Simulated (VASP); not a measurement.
# LaScN2 (P4/mmm) in VASP: a series of runs

Runs on LaScN2. Level: PBE. Tasks: single point.

All numbers are computed with VASP 6.6.1; they aren't measurements. Logs are shortened: lines on timing, memory, paths and dates and some standing lists are left out, and cuts for length are marked.

## (1) The cell of the first run

Symmetry: P4/mmm, No. 123, tetragonal system. Conventional cell: a = 3.464 Å, b = 3.464 Å, c = 4.853 Å, α = 90.00°, β = 90.00°, γ = 90.00°. Within 3.2 Å of Sc (site symmetry 4/mmm) lie 6 N at 2.43 to 2.45 Å. N (site symmetry 4/mmm) has 2 Sc at 2.43 Å and 4 La at 2.45 Å within 3.2 Å. N (site symmetry 4/mmm) has 2 La at 2.43 Å and 4 Sc at 2.45 Å within 3.2 Å. Within 3.2 Å of La (site symmetry 4/mmm) lie 6 N at 2.43 to 2.45 Å.

## (2) Single point, PBE (volume changed by -6%)

INCAR reads:

```
PREC = Accurate
ENCUT = 520
EDIFF = 1E-7
ISMEAR = -1
SIGMA = 0.02
LREAL = False
LASPH = True
NELM = 80
ALGO = Normal
ISIF = 2
LWAVE = False
LCHARG = False
GGA = PE
NBANDS = 24
```

KPOINTS reads:

```
regular mesh
0
Gamma
  6 6 4
```

POSCAR reads:

```
LaScN2
1.0
    3.4639711366      0.0000000000      0.0000000000
    0.0000000000      3.4639711366      0.0000000000
    0.0000000000      0.0000000000      4.8530949710
Sc N La
1 2 1
Direct
    0.0000000000      0.0000000000      0.0000000000
    0.0000000000      0.0000000000      0.5000000000
    0.5000000000      0.5000000000      0.0000000000
    0.5000000000      0.5000000000      0.5000000000
```

Potentials or basis: VASP PAW PBE potentials, release 64 (Sc_sv, N, La).

Run with:

```bash
> cat potpaw_PBE.64/Sc_sv/POTCAR potpaw_PBE.64/N/POTCAR potpaw_PBE.64/La/POTCAR > POTCAR
> mpirun -np 1 vasp_std > vasp.out
```

OUTCAR:

```text
PREC = Accurate
   ENCUT = 520
   EDIFF = 1E-7
   ISMEAR = -1
   LREAL = False
   LASPH = True
   NELM = 80
   ISIF = 2
   GGA = PE

 ion  position               nearest neighbor table
   1  0.000  0.000  0.000-   2 2.43   2 2.43   3 2.45   3 2.45   3 2.45   3 2.45   4 3.45   4 3.45
                             4 3.45   4 3.45   4 3.45   4 3.45   4 3.45   4 3.45
   2  0.000  0.000  0.500-   1 2.43   1 2.43   4 2.45   4 2.45   4 2.45   4 2.45
   3  0.500  0.500  0.000-   4 2.43   4 2.43   1 2.45   1 2.45   1 2.45   1 2.45
   4  0.500  0.500  0.500-   3 2.43   3 2.43   2 2.45   2 2.45   2 2.45   2 2.45   1 3.45   1 3.45
                             1 3.45   1 3.45   1 3.45   1 3.45   1 3.45   1 3.45

  LATTYP: Found a simple tetragonal cell.
 ALAT       =     3.4639711366
 C/A-ratio  =     1.4010206147

  Lattice vectors:

 A1 = (   3.4639711366,   0.0000000000,   0.0000000000)
 A2 = (   0.0000000000,   3.4639711366,   0.0000000000)
 A3 = (   0.0000000000,   0.0000000000,   4.8530949710)

Analysis of symmetry for initial positions (statically):
=====================================================================
 Subroutine PRICEL returns:
 Original cell was already a primitive cell.

 Routine SETGRP: Setting up the symmetry group for a
 simple tetragonal supercell.

 Subroutine GETGRP returns: Found 16 space group operations
 (whereof 16 operations were pure point group operations)
 out of a pool of 16 trial point group operations.

The static configuration has the point symmetry D_4h.

Analysis of symmetry for dynamics (positions and initial velocities):
=====================================================================
 Subroutine PRICEL returns:
 Original cell was already a primitive cell.

 Routine SETGRP: Setting up the symmetry group for a
 simple tetragonal supercell.

 Subroutine GETGRP returns: Found 16 space group operations
 (whereof 16 operations were pure point group operations)
 out of a pool of 16 trial point group operations.

The dynamic configuration has the point symmetry D_4h.

 Subroutine INISYM returns: Found 16 space group operations
 (whereof 16 operations are pure point group operations),
 and found     1 'primitive' translations

----------------------------------------------------------------------------------------

                                     Primitive cell

  volume of cell :      58.2328

  direct lattice vectors                    reciprocal lattice vectors
     3.463971137  0.000000000  0.000000000     0.288686008  0.000000000  0.000000000
     0.000000000  3.463971137  0.000000000     0.000000000  0.288686008  0.000000000
     0.000000000  0.000000000  4.853094971     0.000000000  0.000000000  0.206054076

  length of vectors
     3.463971137  3.463971137  4.853094971     0.288686008  0.288686008  0.206054076

  position of ions in fractional coordinates (direct lattice)
     0.000000000  0.000000000  0.000000000
     0.000000000  0.000000000  0.500000000
     0.500000000  0.500000000  0.000000000
     0.500000000  0.500000000  0.500000000

  ion indices of the primitive-cell ions
   primitive index   ion index
                 1           1
                 2           2
                 3           3
                 4           4

----------------------------------------------------------------------------------------

 KPOINTS: regular mesh

Automatic generation of k-mesh.
 Grid dimensions read from file:
 generate k-points for:    6    6    4

 Generating k-lattice:

  Cartesian coordinates                     Fractional coordinates (reciprocal lattice)
     0.048114335  0.000000000  0.000000000     0.166666667  0.000000000  0.000000000
     0.000000000  0.048114335  0.000000000     0.000000000  0.166666667  0.000000000
     0.000000000  0.000000000  0.051513519     0.000000000  0.000000000  0.250000000

  Length of vectors
     0.048114335  0.048114335  0.051513519

  Shift w.r.t. Gamma in fractional coordinates (k-lattice)
     0.000000000  0.000000000  0.000000000

 Subroutine IBZKPT returns following result:
[... 54 lines left out ...]
      3     -20.5065      2.00000
      4     -20.4583      2.00000
      5     -20.3994      2.00000
      6      -8.7359      2.00000
[... 16 lines left out ...]
     23      12.3248      0.00000
     24      12.7056      0.00000

 k-point     4 :       0.5000    0.0000    0.0000
  band No.  band energies     occupation
      1     -41.8477      2.00000
      2     -22.6633      2.00000
      3     -20.5366      2.00000
      4     -20.4543      2.00000
      5     -20.3950      2.00000
      6      -9.2041      2.00000
[... 16 lines left out ...]
     23      12.5509      0.00000
     24      12.6951      0.00000

 k-point     5 :       0.1667    0.1667    0.0000
  band No.  band energies     occupation
      1     -41.8527      2.00000
      2     -22.7700      2.00000
      3     -20.4626      2.00000
      4     -20.4400      2.00000
      5     -20.4399      2.00000
      6      -7.6964      2.00000
[... 16 lines left out ...]
     23      12.2027      0.00000
     24      12.6607      0.00000

 k-point     6 :       0.3333    0.1667    0.0000
  band No.  band energies     occupation
      1     -41.8477      2.00000
      2     -22.6673      2.00000
      3     -20.5023      2.00000
      4     -20.4550      2.00000
      5     -20.4314      2.00000
      6      -8.5422      2.00000
[... 16 lines left out ...]
     23      12.4168      0.00000
     24      12.7067      0.00000
[... 379 lines left out ...]
 k-point    21 :       0.0000    0.0000    0.5000
  band No.  band energies     occupation
      1     -41.8576      2.00000
      2     -22.8795      2.00000
      3     -20.4474      2.00000
      4     -20.4117      2.00000
      5     -20.4117      2.00000
      6      -8.4725      2.00000
[... 16 lines left out ...]
     23      12.2469      0.00000
     24      12.7418      0.00000

 k-point    22 :       0.1667    0.0000    0.5000
  band No.  band energies     occupation
      1     -41.8550      2.00000
      2     -22.8225      2.00000
      3     -20.4515      2.00000
      4     -20.4483      2.00000
      5     -20.4074      2.00000
      6      -8.3688      2.00000
[... 16 lines left out ...]
     23      12.2188      0.00000
     24      12.6916      0.00000

 k-point    23 :       0.3333    0.0000    0.5000
  band No.  band energies     occupation
      1     -41.8500      2.00000
      2     -22.7037      2.00000
      3     -20.5207      2.00000
      4     -20.4614      2.00000
      5     -20.3989      2.00000
      6      -8.6329      2.00000
[... 16 lines left out ...]
     23      12.3150      0.00000
     24      12.5501      0.00000

 k-point    24 :       0.5000    0.0000    0.5000
  band No.  band energies     occupation
      1     -41.8475      2.00000
      2     -22.6417      2.00000
      3     -20.5564      2.00000
      4     -20.4674      2.00000
      5     -20.3947      2.00000
      6      -9.0929      2.00000
[... 16 lines left out ...]
     23      12.3152      0.00000
     24      12.6047      0.00000

 [... further k-points ...]
[... 5 lines left out ...]
  --------------------------------------------------------------------------------------
  -------------------------------------------------------------------------------------
  Total        3.3636230      3.3636230      3.7561925      0.0000000      0.0000000      0.0000000
  in kB       92.5444923     92.5444923    103.3453890      0.0000000      0.0000000      0.0000000
  external PRESSURE =      96.1447912 kB  Pullay stress =       0.0000000 kB

 VOLUME and BASIS-vectors are now :
 -----------------------------------------------------------------------------
  energy-cutoff  :      520.00
  volume of cell :       58.23
      direct lattice vectors                 reciprocal lattice vectors
     3.463971137  0.000000000  0.000000000     0.288686008  0.000000000  0.000000000
     0.000000000  3.463971137  0.000000000     0.000000000  0.288686008  0.000000000
     0.000000000  0.000000000  4.853094971     0.000000000  0.000000000  0.206054076

 POSITION                                       TOTAL-FORCE (eV/Angst)
 -----------------------------------------------------------------------------------
      0.00000      0.00000      0.00000         0.000000      0.000000      0.000000
      0.00000      0.00000      2.42655         0.000000      0.000000      0.000000
      1.73199      1.73199      0.00000         0.000000      0.000000      0.000000
      1.73199      1.73199      2.42655         0.000000      0.000000      0.000000
 -----------------------------------------------------------------------------------
    total drift:                               -0.000000      0.000000      0.000000

  FREE ENERGIE OF THE ION-ELECTRON SYSTEM (eV)
  ---------------------------------------------------
  free  energy   TOTEN  =       -32.9029543918 eV

  energy  without entropy=      -32.9006004885  energy(sigma->0) =      -32.90177744
```

Run time: 74 s. Hardware: 1 thread of Intel Xeon Platinum 8488C (Sapphire Rapids), shared host; peak memory 0.21 GiB.

Results:

```
Free energy            : -32.9030 eV
Pressure               : 9.6 GPa
Band gap on the k mesh : zero (band 16 reaches 7.77 eV, above the bottom of band 17 at 7.44 eV)
```

Stress tensor (GPa, compression positive):
```
 9.25  0.00  0.00
 0.00  9.25  0.00
 0.00  0.00 10.33
```

Levels at points of the mesh, in eV from the Fermi level:
| k point | band 14 | band 15 | band 16 | band 17 | band 18 | band 19 |
| --- | --- | --- | --- | --- | --- | --- |
| (0.00, 0.00, 0.00) | -0.52 | -0.52 | -0.44 | -0.12 | 1.85 | 1.85 |
| (0.50, 0.00, 0.00) | -2.77 | -2.35 | -0.46 | 2.08 | 2.37 | 3.06 |
| (0.50, 0.50, 0.00) | -0.42 | -0.42 | 0.15 | 0.37 | 0.37 | 3.40 |
| (0.00, 0.00, 0.50) | -1.39 | -0.72 | -0.72 | 0.38 | 0.81 | 2.75 |
| (0.50, 0.00, 0.50) | -2.97 | -2.63 | -2.59 | 3.21 | 3.22 | 3.36 |
| (0.50, 0.50, 0.50) | -2.38 | -0.01 | -0.01 | 1.95 | 1.95 | 3.56 |

Caveat: the cell differs from its parent crystal (volume changed by -6%); spin-orbit coupling is left out, which moves the levels of the heavy elements.

## (3) Single point, PBE (volume changed by -3%)

INCAR reads:

```
SYSTEM = LaScN2
PREC = Accurate
ENCUT = 520
EDIFF = 1E-6
ISMEAR = -1
SIGMA = 0.02
LREAL = .False.
LASPH = .True.
NELM = 60
ALGO = Normal
ISIF = 2
LWAVE = .False.
LCHARG = .False.
GGA = PE
NBANDS = 24
```

KPOINTS reads:

```
regular mesh
0
Gamma
  6 6 4
  0 0 0
```

POSCAR reads:

```
LaScN2
1.0
    3.5004366704      0.0000000000      0.0000000000
    0.0000000000      3.5004366704      0.0000000000
    0.0000000000      0.0000000000      4.9041839356
Sc N La
1 2 1
Direct
    0.0000000000      0.0000000000      0.0000000000
    0.0000000000      0.0000000000      0.5000000000
    0.5000000000      0.5000000000      0.0000000000
    0.5000000000      0.5000000000      0.5000000000
```

Potentials or basis: VASP PAW PBE potentials, release 64 (Sc_sv, N, La).

Run with:

```bash
> cat potpaw_PBE.64/Sc_sv/POTCAR potpaw_PBE.64/N/POTCAR potpaw_PBE.64/La/POTCAR > POTCAR
> mpirun -np 1 vasp_std > vasp.out
```

Wall time 67 s (1 thread of Intel Xeon Platinum 8488C (Sapphire Rapids), shared host); peak memory 0.21 GiB.

Results (log left out):

- Free energy: -32.9852 eV
- Pressure: 4.4 GPa
- Band gap on the k mesh: zero (band 16 reaches 7.39 eV, above the bottom of band 17 at 7.13 eV)

Stress tensor (GPa, compression positive):
```
4.24 0.00 0.00
0.00 4.24 0.00
0.00 0.00 4.69
```

Levels at points of the mesh, in eV from the Fermi level:
```
           k point  band 14  band 15  band 16  band 17  band 18  band 19
(0.00, 0.00, 0.00)    -0.45    -0.45    -0.31    -0.12     1.87     1.87
(0.50, 0.00, 0.00)    -2.60    -2.20    -0.46     2.10     2.36     3.01
(0.50, 0.50, 0.00)    -0.29    -0.29     0.14     0.33     0.33     3.32
(0.00, 0.00, 0.50)    -1.28    -0.65    -0.65     0.46     0.93     2.71
(0.50, 0.00, 0.50)    -2.77    -2.47    -2.42     3.14     3.16     3.29
(0.50, 0.50, 0.50)    -2.25    -0.04    -0.04     1.97     1.97     3.46
```

Caveat: the cell differs from its parent crystal (volume changed by -3%); spin-orbit coupling is left out, which moves the levels of the heavy elements.

## (4) Single point, PBE

This run uses another cell than the first one, of 15.49 Å³/atom, 1.064 times its volume.

INCAR reads:

```
SYSTEM = LaScN2
PREC = Accurate
ENCUT = 520
EDIFF = 1E-6
ISMEAR = -1
SIGMA = 0.02
LREAL = .FALSE.
LASPH = .TRUE.
NELM = 60
ALGO = Normal
ISIF = 2
LWAVE = .FALSE.
LCHARG = .FALSE.
GGA = PE
NBANDS = 24
```

KPOINTS reads:

```
Automatic mesh
0
G
  6 6 4
  0 0 0
```

POSCAR reads:

```
LaScN2
1.0
    3.5361578791      0.0000000000      0.0000000000
    0.0000000000      3.5361578791      0.0000000000
    0.0000000000      0.0000000000      4.9542300853
Sc N La
1 2 1
Direct
    0.0000000000      0.0000000000      0.0000000000
    0.0000000000      0.0000000000      0.5000000000
    0.5000000000      0.5000000000      0.0000000000
    0.5000000000      0.5000000000      0.5000000000
```

Run with:

```bash
> cat potpaw_PBE.64/Sc_sv/POTCAR potpaw_PBE.64/N/POTCAR potpaw_PBE.64/La/POTCAR > POTCAR
> mpirun -np 1 vasp_std > vasp.out
```

Wall time 77 s (1 thread of Intel Xeon Platinum 8488C (Sapphire Rapids), shared host); peak memory 0.22 GiB.

It converged, with:

```yaml
Free_energy: -33.0107 eV
Pressure: -0.1 GPa
Band_gap_on_the_k_mesh: zero (band 16 reaches 7.03 eV, above the bottom of band 17 at 6.78 eV)
```

Levels at points of the mesh, in eV from the Fermi level:
```
           k point  band 14  band 15  band 16  band 17  band 18  band 19
(0.00, 0.00, 0.00)    -0.41    -0.41    -0.22    -0.14     1.86     1.86
(0.50, 0.00, 0.00)    -2.45    -2.10    -0.49     2.08     2.31     2.92
(0.50, 0.50, 0.00)    -0.20    -0.20     0.11     0.29     0.29     3.21
(0.00, 0.00, 0.50)    -1.21    -0.61    -0.61     0.50     1.02     2.63
(0.50, 0.00, 0.50)    -2.62    -2.36    -2.30     3.05     3.06     3.20
(0.50, 0.50, 0.50)    -2.16    -0.10    -0.10     1.96     1.96     3.32
```

Caveat: spin-orbit coupling is left out, which moves the levels of the heavy elements.

## (5) Single point, PBE (volume changed by +3%)

INCAR reads:

```
PREC = Accurate
ENCUT = 520
EDIFF = 1E-6
ISMEAR = -1
SIGMA = 0.02
LREAL = F
LASPH = T
NELM = 100
ALGO = Normal
ISIF = 2
LWAVE = F
LCHARG = F
GGA = PE
NBANDS = 24
```

KPOINTS reads:

```
regular mesh
0
Gamma
  6 6 4
```

POSCAR reads:

```
LaScN2
1.0
    3.5711716204      0.0000000000      0.0000000000
    0.0000000000      3.5711716204      0.0000000000
    0.0000000000      0.0000000000      5.0032850587
Sc N La
1 2 1
Direct
    0.0000000000      0.0000000000      0.0000000000
    0.0000000000      0.0000000000      0.5000000000
    0.5000000000      0.5000000000      0.0000000000
    0.5000000000      0.5000000000      0.5000000000
```

Run with:

```bash
> cat potpaw_PBE.64/Sc_sv/POTCAR potpaw_PBE.64/N/POTCAR potpaw_PBE.64/La/POTCAR > POTCAR
> mpirun -np 1 vasp_std > vasp.out
```

It took 67 s on 1 thread of Intel Xeon Platinum 8488C (Sapphire Rapids), shared host; peak memory 0.21 GiB.

It converged, with:

| Quantity | Value |
| --- | --- |
| Free energy | -32.9876 eV |
| Pressure | -4.0 GPa |
| Band gap on the k mesh | zero (band 16 reaches 6.70 eV, above the bottom of band 17 at 6.48 eV) |

Stress tensor (GPa, compression positive):
```
-3.94  0.00  0.00
 0.00 -3.94  0.00
 0.00  0.00 -4.18
```

Levels at points of the mesh, in eV from the Fermi level:
```
           k point  band 12  band 13  band 14  band 15  band 16  band 17  band 18  band 19  band 20  band 21
(0.00, 0.00, 0.00)    -0.84    -0.84    -0.39    -0.39    -0.16    -0.15     1.82     1.82     2.22     2.54
(0.50, 0.00, 0.00)    -2.85    -2.39    -2.34    -2.02    -0.52     2.05     2.26     2.82     3.13     4.26
(0.50, 0.50, 0.00)    -2.19    -1.44    -0.14    -0.14     0.07     0.22     0.22     3.10     3.22     3.36
(0.00, 0.00, 0.50)    -2.63    -1.15    -1.15    -0.59    -0.59     0.53     1.07     2.55     2.69     2.69
(0.50, 0.00, 0.50)    -3.12    -2.55    -2.50    -2.26    -2.20     2.95     2.96     3.09     3.70     4.13
(0.50, 0.50, 0.50)    -2.82    -2.56    -2.08    -0.17    -0.17     1.93     1.93     3.18     3.37     3.89
```

Caveat: the cell differs from its parent crystal (volume changed by +3%); spin-orbit coupling is left out, which moves the levels of the heavy elements.

## (6) Single point, PBE (volume changed by +6%)

INCAR reads:

```
SYSTEM = LaScN2
PREC = Accurate ; ENCUT = 520
EDIFF = 1E-6 ; ISMEAR = -1
SIGMA = 0.02 ; LREAL = .FALSE.
LASPH = .TRUE. ; NELM = 80
ALGO = Normal ; ISIF = 2
LWAVE = .FALSE. ; LCHARG = .TRUE.
GGA = PE ; LELF = .TRUE.
LVHAR = .TRUE. ; NBANDS = 24
```

KPOINTS reads:

```
Automatic mesh
0
G
  6 6 4
  0 0 0
```

POSCAR reads:

```
LaScN2
1.0
    3.6055119157      0.0000000000      0.0000000000
    0.0000000000      3.6055119157      0.0000000000
    0.0000000000      0.0000000000      5.0513965202
Sc N La
1 2 1
Direct
    0.0000000000      0.0000000000      0.0000000000
    0.0000000000      0.0000000000      0.5000000000
    0.5000000000      0.5000000000      0.0000000000
    0.5000000000      0.5000000000      0.5000000000
```

Potentials or basis: VASP PAW PBE potentials, release 64 (Sc_sv, N, La).

Run with:

```bash
> cat potpaw_PBE.64/Sc_sv/POTCAR potpaw_PBE.64/N/POTCAR potpaw_PBE.64/La/POTCAR > POTCAR
> mpirun -np 1 vasp_std > vasp.out
```

Wall time 75 s (1 thread of Intel Xeon Platinum 8488C (Sapphire Rapids), shared host); peak memory 0.21 GiB.

Results (log left out):

```yaml
Free_energy: -32.9215 eV
Pressure: -7.5 GPa
Band_gap_on_the_k_mesh: zero (band 16 reaches 6.40 eV, above the bottom of band 17 at 6.26 eV)
```

Stress tensor (GPa, compression positive):
```
-7.33  0.00  0.00
 0.00 -7.33  0.00
 0.00  0.00 -7.72
```

Levels at points of the mesh, in eV from the Fermi level:
| k point | band 14 | band 15 | band 16 | band 17 | band 18 | band 19 |
| --- | --- | --- | --- | --- | --- | --- |
| (0.00, 0.00, 0.00) | -0.37 | -0.37 | -0.17 | -0.09 | 1.80 | 1.80 |
| (0.50, 0.00, 0.00) | -2.23 | -1.93 | -0.55 | 2.03 | 2.21 | 2.74 |
| (0.50, 0.50, 0.00) | -0.07 | -0.07 | 0.05 | 0.16 | 0.16 | 3.00 |
| (0.00, 0.00, 0.50) | -1.09 | -0.57 | -0.57 | 0.56 | 1.13 | 2.48 |
| (0.50, 0.00, 0.50) | -2.39 | -2.15 | -2.10 | 2.87 | 2.87 | 3.01 |
| (0.50, 0.50, 0.50) | -2.00 | -0.22 | -0.22 | 1.91 | 1.91 | 3.07 |

Caveat: the cell differs from its parent crystal (volume changed by +6%); spin-orbit coupling is left out, which moves the levels of the heavy elements.

## (7) Overview

```tsv
cell	gap on the mesh (eV)	pressure (GPa)
a = 3.464, b = 3.464, c = 4.853 Å, 4 atoms	none	9.6
a = 3.500, b = 3.500, c = 4.904 Å, 4 atoms	none	4.4
a = 3.536, b = 3.536, c = 4.954 Å, 4 atoms	none	-0.1
a = 3.571, b = 3.571, c = 5.003 Å, 4 atoms	none	-4.0
a = 3.606, b = 3.606, c = 5.051 Å, 4 atoms	none	-7.5
```

Alike in all rows: task single point; level PBE; potentials or basis VASP PAW PBE potentials, release 64 (Sc_sv, N, La); no spin polarisation; k mesh 6 × 6 × 4; cutoff (eV) 520; smearing fermi-dirac 0.02 eV.

Caveats: spin-orbit coupling is left out, which moves the levels of the heavy elements.

Absolute energies hang on the potentials; compare differences alone.
